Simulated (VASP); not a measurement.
Write the native input for VASP 6.6.1 that does the following.

| Property | Result |
| --- | --- |
| Task | single point |
| Functional | PBE |
| Potentials or basis | VASP PAW PBE potentials, release 64 (Sr_sv, Pr_3, I), 4f in core |
| Cutoff | 500 eV |
| k mesh | 4 × 4 × 2 |
| Occupations | gaussian, width 0.1 eV |
| Spin | no spin polarisation |
| Dipole correction | no |
| Further INCAR settings | ALGO = Normal; EDIFF = 1e-06; NBANDS = 37 |

The structure of SrPrI lies in POSCAR:

```
SrPrI
1.0
    5.5438399700      0.0000000000      0.0000000000
    0.0000000000      5.5438399700      0.0000000000
    0.0000000000      0.0000000000      8.0355117400
Sr Pr I
2 2 2
Direct
    0.0000000000      0.5000000000      0.7580000200
    0.5000000000      0.0000000000      0.2419999800
    0.0000000000      0.0000000000      0.5000000000
    0.5000000000      0.5000000000      0.5000000000
    0.0000000000      0.0000000000      0.0000000000
    0.5000000000      0.5000000000      0.0000000000
```

The cell was generated, and may not be a known phase.

One way to write it, as run:

INCAR

```
  PREC = Accurate
  ENCUT = 500
  EDIFF = 1E-6
  ISMEAR = 0
  SIGMA = 0.1
  LREAL = F
  LASPH = T
  NELM = 200
  ALGO = Normal
  ISIF = 2
  LWAVE = F
  LCHARG = T
  GGA = PE
  LELF = T
  LVHAR = T
  NBANDS = 37
  GGA_COMPAT = F
  LMAXMIX = 6
```

KPOINTS

```
Automatic mesh
0
Gamma
  4 4 2
```

Potentials or basis: VASP PAW PBE potentials, release 64 (Sr_sv, Pr_3, I), 4f in core.

The run is started by

```bash
$ cat potpaw_PBE.64/Sr_sv/POTCAR potpaw_PBE.64/Pr_3/POTCAR potpaw_PBE.64/I/POTCAR > POTCAR
$ mpirun -np 1 vasp_std > vasp.out
```

Results of the run:

```
Pressure               : 1.7 GPa
Largest force          : 1.467 eV/Å
Band gap on the k mesh : zero (bands 28 and 29 overlap by 0.28 eV)
```

Caveat: the k points lie up to 0.39 Å⁻¹ apart; spin-orbit coupling is left out, which moves the levels of the heavy elements; the 4f electrons are frozen in the core, so they carry no moment and show no levels; the run has no spin polarisation, though such a crystal can be magnetic; forces of over 1 eV/Å act on the atoms, so gaps and moduli don't describe the material at rest.

It took 71 s on 1 thread of AMD EPYC 9R45 96-Core Processor (Zen 5), on a shared host, peak memory 0.32 GiB.
